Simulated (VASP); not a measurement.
# Mo (P6_3/mmc) in VASP: relaxation of cell and atoms with PBE

Aim: the relaxation of cell and atoms of Mo with PBE.

Everything below comes from runs of VASP 6.6.1. Logs are shortened: lines on timing, memory, paths and dates and some standing lists are left out, and cuts for length are marked.

## (1) The cell of the first run

Symmetry: P6_3/mmc, No. 194, hexagonal system. The conventional cell has a = 2.879 Å, b = 2.879 Å, c = 9.190 Å, α = 90.00°, β = 90.00°, γ = 120.00°. Within 3.2 Å of Mo (site symmetry 3m) lie 10 Mo at 2.44 to 2.88 Å.

This isn't the form of Mo at room conditions, which is bcc.

## (2) Relaxation of cell and atoms, PBE

Input file INCAR:

```
PREC = Accurate ; ENCUT = 600
EDIFF = 1E-6 ; ISMEAR = 0
SIGMA = 0.1 ; LREAL = False
LASPH = True ; NELM = 60
ALGO = Fast ; ISIF = 3
LWAVE = False ; LCHARG = False
GGA = PE ; IBRION = 2
NSW = 100 ; EDIFFG = -0.01
```

Input file KPOINTS:

```
Automatic mesh
0
Gamma
  18 18 6
```

Input file POSCAR:

```
Mo
1.0
    2.8790755903      0.0000000000      0.0000000000
   -1.4395377952      2.4933526006      0.0000000000
    0.0000000000      0.0000000000      9.1898737422
Mo
4
Direct
    0.3333333333      0.6666666667      0.3826267397
    0.6666666667      0.3333333333      0.8826267397
    0.6666666667      0.3333333333      0.6173732603
    0.3333333333      0.6666666667      0.1173732603
```

Potentials or basis: VASP PAW PBE potentials, release 64 (Mo_sv).

Started as:

```sh
> cat potpaw_PBE.64/Mo_sv/POTCAR > POTCAR
> mpirun -np 1 vasp_std > vasp.out
```

OUTCAR:

```text
PREC = Accurate
   ENCUT = 600
   EDIFF = 1E-6
   ISMEAR = 0
   LREAL = False
   LASPH = True
   NELM = 60
   ISIF = 3
   GGA = PE
   IBRION = 2
   NSW = 100
   EDIFFG = -0.01

 ion  position               nearest neighbor table
   1  0.333  0.667  0.383-   4 2.44   3 2.72   3 2.72   3 2.72
   2  0.667  0.333  0.883-   3 2.44   4 2.72   4 2.72   4 2.72
   3  0.667  0.333  0.617-   2 2.44   1 2.72   1 2.72   1 2.72
   4  0.333  0.667  0.117-   1 2.44   2 2.72   2 2.72   2 2.72

  LATTYP: Found a hexagonal cell.
 ALAT       =     2.8790755903
 C/A-ratio  =     3.1919529217

  Lattice vectors:

 A1 = (   2.8790755903,   0.0000000000,   0.0000000000)
 A2 = (  -1.4395377952,   2.4933526006,   0.0000000000)
 A3 = (   0.0000000000,   0.0000000000,   9.1898737422)

Analysis of symmetry for initial positions (statically):
=====================================================================
 Subroutine PRICEL returns:
 Original cell was already a primitive cell.

 Routine SETGRP: Setting up the symmetry group for a
 hexagonal supercell.

 Subroutine GETGRP returns: Found 24 space group operations
 (whereof 12 operations were pure point group operations)
 out of a pool of 24 trial point group operations.

The static configuration has the point symmetry D_3d.
 The point group associated with its full space group is D_6h.

Analysis of symmetry for dynamics (positions and initial velocities):
=====================================================================
 Subroutine PRICEL returns:
 Original cell was already a primitive cell.

 Routine SETGRP: Setting up the symmetry group for a
 hexagonal supercell.

 Subroutine GETGRP returns: Found 24 space group operations
 (whereof 12 operations were pure point group operations)
 out of a pool of 24 trial point group operations.

The dynamic configuration has the point symmetry D_3d.
 The point group associated with its full space group is D_6h.

 Subroutine INISYM returns: Found 24 space group operations
 (whereof 12 operations are pure point group operations),
 and found     1 'primitive' translations

----------------------------------------------------------------------------------------

[... 115 lines left out ...]
     AMIX     =   0.40;   BMIX     =  1.00
     AMIX_MAG =   1.60;   BMIX_MAG =  1.00
  volume/ion in A,a.u.               =      16.49       111.30
  Fermi-wavevector in a.u.,A,eV,Ry     =   1.550085  2.929235 32.691566  2.402762
  Thomas-Fermi vector in A             =   2.654799
   LORBIT       =      0    0 simple, 1 ext, 2 COOP (PROOUT), +10 PAW based schemes
   GGA     = PE    functional components
   LHFCALC =     F    Hartree Fock is set to
   AEXX    =    0.0000 exact exchange contribution
   IVDW    =     0    specifies the selected vdW correction
   LEPSILON=     F    determine dielectric tensor
   LRPA    =     F    only Hartree local field effects (RPA)
 conjugate gradient relaxation of ions
 non-spin polarized calculation
 RMM-DIIS sequential band-by-band and
 Gauss-broadening in eV      SIGMA  =   0.10
  energy-cutoff  :      600.00
  volume of cell :       65.97
 maximum number of plane-waves:      2228
 NGX is ok and might be reduce to    24
   NGX = 11   NGY = 11   NGZ = 37

--------------------------------------- Ionic step        1  -------------------------------------------

 number of electron      55.9999994 magnetization

 Free energy of the ion-electron system (eV)
  ---------------------------------------------------
  ext. energy  EPLUGINS =         0.00000000
  ---------------------------------------------------
  free energy    TOTEN  =       -40.79492497 eV

  energy without entropy =      -40.76975031  energy(sigma->0) =      -40.78233764

------------------------ aborting loop because EDIFF is reached ----------------------------------------

  FORCE on cell =-STRESS in cart. coord.  units (eV):
  Direction    XX          YY          ZZ          XY          YZ          ZX
  --------------------------------------------------------------------------------------
  -------------------------------------------------------------------------------------
  Total        0.1725735      0.1725735      0.6695206     -0.0000000      0.0000000      0.0000000
  in kB        4.1911989      4.1911989     16.2602869     -0.0000000      0.0000000      0.0000000
  external PRESSURE =       8.2142282 kB  Pullay stress =       0.0000000 kB
[... 95 lines left out ...]
  FREE ENERGIE OF THE ION-ELECTRON SYSTEM (eV)
  ---------------------------------------------------
  free  energy   TOTEN  =       -40.7959809416 eV

  energy  without entropy=      -40.7705188914  energy(sigma->0) =      -40.78324992

[... ionic steps 4 to 9 ...]

--------------------------------------- Ionic step       10  -------------------------------------------

 number of electron      55.9999994 magnetization

------------------------ aborting loop because EDIFF is reached ----------------------------------------
[... 71 lines left out ...]
--------------------------------------- Ionic step       12  -------------------------------------------

 number of electron      55.9999994 magnetization

 Free energy of the ion-electron system (eV)
  ---------------------------------------------------
  ext. energy  EPLUGINS =         0.00000000
  ---------------------------------------------------
  free energy    TOTEN  =       -40.79686363 eV

  energy without entropy =      -40.77073603  energy(sigma->0) =      -40.78379983

 E-fermi :  11.5161     XC(G=0): -12.9956

 val. band max:       11.5153928786   @ k =   0.3333   0.2778   0.5000
 cond. band min:      11.5163911658   @ k =   0.1111   0.0000   0.5000
 fundamental gap:      0.0009982872
 Fermi energy:        11.5160941529

 k-point     1 :       0.0000    0.0000    0.0000
  band No.  band energies     occupation
      1     -49.3908      2.00000
      2     -49.2335      2.00000
      3     -49.2078      2.00000
      4     -49.0444      2.00000
      5     -24.4084      2.00000
      6     -23.6387      2.00000
[... 853 lines left out ...]
     32      13.8099      0.00000
     33      14.1753      0.00000

 [... further k-points ...]

------------------------ aborting loop because EDIFF is reached ----------------------------------------

  FORCE on cell =-STRESS in cart. coord.  units (eV):
  Direction    XX          YY          ZZ          XY          YZ          ZX
  --------------------------------------------------------------------------------------
  -------------------------------------------------------------------------------------
  Total       -0.0317175     -0.0317175     -0.0306238      0.0000000      0.0000000      0.0000000
  in kB       -0.7685366     -0.7685366     -0.7420357      0.0000000      0.0000000      0.0000000
  external PRESSURE =      -0.7597030 kB  Pullay stress =       0.0000000 kB
[... 19 lines left out ...]
  FREE ENERGIE OF THE ION-ELECTRON SYSTEM (eV)
  ---------------------------------------------------
  free  energy   TOTEN  =       -40.7968636290 eV

  energy  without entropy=      -40.7707360300  energy(sigma->0) =      -40.78379983

 reached required accuracy - stopping structural energy minimisation
```

OSZICAR:

```text
N       E                     dE             d eps       ncg     rms          rms(c)
DAV:   1     0.755893042447E+03    0.75589E+03   -0.38675E+04  9800   0.199E+03
DAV:   2    -0.147027748138E+02   -0.77060E+03   -0.76215E+03 10751   0.584E+02
DAV:   3    -0.422537967066E+02   -0.27551E+02   -0.26850E+02 13432   0.992E+01
[... 120 lines left out ...]
RMM:   3    -0.407968253267E+02    0.18184E-03   -0.12129E-03  9895   0.223E-01    0.644E-02
RMM:   4    -0.407968595489E+02   -0.34222E-04   -0.24220E-04 10958   0.908E-02    0.201E-02
RMM:   5    -0.407968604385E+02   -0.88958E-06   -0.10300E-04 11194   0.563E-02    0.360E-03
RMM:   6    -0.407968632931E+02   -0.28546E-05   -0.33706E-05 10582   0.244E-02    0.281E-03
RMM:   7    -0.407968636290E+02   -0.33584E-06   -0.82372E-06  6895   0.102E-02
  12 F= -.40796864E+02 E0= -.40783800E+02  d E =-.171420E-03
```

It took 17 min on 1 thread of Intel Xeon 6975P-C (Granite Rapids), shared host; peak memory 0.42 GiB.

Results:

```
Free energy                           : -40.7969 eV
Relaxed volume                        : 16.53 Å³/atom
Relaxed cell                          : a = 2.870 Å, b = 2.870 Å, c = 9.267 Å, α = 90.00°, β = 90.00°, γ = 120.00°
Space group after relaxing (to 0.1 Å) : P6_3/mmc (No. 194)
Energy gained by relaxing             : 0.5 meV/atom
Ionic steps                           : 12
Pressure after relaxing               : -0.1 GPa
Band gap on the k mesh                : zero (bands 28 and 29 overlap by 1.47 eV)
```

Forces on the atoms (eV/Å):
```
Mo   0.000  0.000 -0.003
Mo   0.000  0.000 -0.003
Mo   0.000  0.000  0.003
Mo   0.000  0.000  0.003
```

The path:
| step | energy change (eV) | largest force (eV/Å) | pressure (GPa) | volume (Å³) |
| --- | --- | --- | --- | --- |
| 1 | 0.0000 | 0.0141 | 0.82 | 65.97 |
| 2 | 0.0024 | 0.0145 | -2.01 | 66.78 |
| 3 | -0.0011 | 0.0043 | -0.26 | 66.26 |
| 4 | -0.0011 | 0.0045 | -0.16 | 66.25 |
| 5 | -0.0015 | 0.0232 | 0.02 | 66.16 |
| 6 | -0.0015 | 0.0303 | 0.06 | 66.14 |
| 7 | -0.0017 | 0.0245 | -0.08 | 66.17 |
| 8 | -0.0017 | 0.0197 | -0.20 | 66.19 |
| 9 | -0.0017 | 0.0082 | -0.44 | 66.24 |
| 10 | -0.0018 | 0.0162 | -0.30 | 66.21 |
| 11 | -0.0018 | 0.0122 | -0.26 | 66.19 |
| 12 | -0.0019 | 0.0028 | -0.08 | 66.12 |

Final structure:
```
CELL_PARAMETERS angstrom
2.87032 0.00000 0.00000
-1.43516 2.48577 0.00000
0.00000 0.00000 9.26733
ATOMIC_POSITIONS crystal
Mo 0.33333 0.66667 0.38210
Mo 0.66667 0.33333 0.88210
Mo 0.66667 0.33333 0.61790
Mo 0.33333 0.66667 0.11790
```

Levels at points of the mesh, in eV from the Fermi level:
```csv
k point,band 24,band 25,band 26,band 27,band 28,band 29,band 30,band 31,band 32,band 33
"(0.00, 0.00, 0.00)",-1.11,-0.99,-0.99,-0.54,-0.54,-0.23,-0.23,0.61,0.61,0.73
"(0.50, 0.00, 0.00)",-1.48,-1.39,-1.26,0.09,0.50,1.00,1.70,3.53,3.81,3.82
"(0.00, 0.00, 0.50)",-0.93,-0.93,-0.93,-0.60,-0.60,-0.60,-0.60,0.75,0.75,1.10
"(0.50, 0.00, 0.50)",-1.91,-0.84,-0.84,0.19,0.19,1.66,1.66,2.86,2.86,3.64
```
